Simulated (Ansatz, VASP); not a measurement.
## One calculation of Au, two programs

POSCAR

```
Au
1.0
    0.0000000000      2.0615246536      2.0615246536
    2.0615246536      0.0000000000      2.0615246536
    2.0615246536      2.0615246536      0.0000000000
Au
1
Direct
    0.0000000000      0.0000000000      0.0000000000
```

File INCAR.step1:

```
ALGO     = Normal         # electronic algorithm
EDIFF    = 1E-4           # SCF threshold, eV
ENCUT    = 520            # plane-wave cutoff, eV
GGA      = PE             # functional
ISMEAR   = 1              # smearing method
LASPH    = True           # aspherical terms in the spheres
LCHARG   = False          # write CHGCAR
LREAL    = False          # projectors in reciprocal space
LWAVE    = True           # write WAVECAR
NBANDS   = 12             # bands
NELM     = 60             # most SCF steps
PREC     = Accurate       # precision mode
SIGMA    = 0.01           # smearing width, eV
```

Contents of INCAR.step2:

```
ALGO     = Normal         # electronic algorithm
EDIFF    = 1E-6           # SCF threshold, eV
ENCUT    = 520            # plane-wave cutoff, eV
ISIF     = 2              # what is computed and relaxed
ISMEAR   = 1              # smearing method
ISTART   = 1            
LASPH    = True           # aspherical terms in the spheres
LCHARG   = False          # write CHGCAR
LMIXTAU  = True         
LREAL    = False          # projectors in reciprocal space
LWAVE    = False          # write WAVECAR
METAGGA  = R2SCAN         # meta-GGA
NBANDS   = 12             # bands
NELM     = 60             # most SCF steps
PREC     = Accurate       # precision mode
SIGMA    = 0.01           # smearing width, eV
```

KPOINTS

```
k-points
0
Gamma
  13 13 13
```

Input for Ansatz:

```yaml
crystal:
  lattice:
    - [0.0, 2.0615246536, 2.0615246536]
    - [2.0615246536, 0.0, 2.0615246536]
    - [2.0615246536, 2.0615246536, 0.0]
  atoms:
    - { symbol: Au, position: [0.0, 0.0, 0.0] }
hamiltonian:
  xc: r2scan
  pseudopotentials:
    kind: paw
    azcp:
      Au: "pseudopotentials/Au.paw.azcp"
basis:
  ecutwfc: 500
  fft_grid_basis: typed
kpoints:
  mp_grid: { grid: [13, 13, 13], shift: [0, 0, 0] }
magnetization:
  spin_polarized: false
scf:
  occupations: { method: methfessel_paxton, width: 0.01 }
  lower_state_search: "off"
output:
  stress: true
```

Alike in both runs: task single point; functional r2SCAN; k mesh 13 × 13 × 13; occupations methfessel-paxton of order 1, width 0.01 eV; no spin polarisation.

|  | VASP | Ansatz |
| --- | --- | --- |
| version | VASP 6.6.1 | Ansatz 0.2.0 |
| potentials or method | VASP PAW PBE potentials, release 64 (Au), cutoff 520 eV | plane waves (500 eV) with PAW, scalar-relativistic |
| valence electrons in the cell | 11 | 19 |

```csv
,VASP,Ansatz,Ansatz less VASP
pressure (GPa),0.1,-0.2,-0.26
```

VASP's potentials were made for PBE, not for r2SCAN. With one functional, cell and mesh, what is left measures potentials, basis and numerics. VASP's potentials hold 11 valence electrons a cell and Ansatz's 19, so a difference there can come from the potentials and not from the codes.

Neither program's run includes spin-orbit coupling.
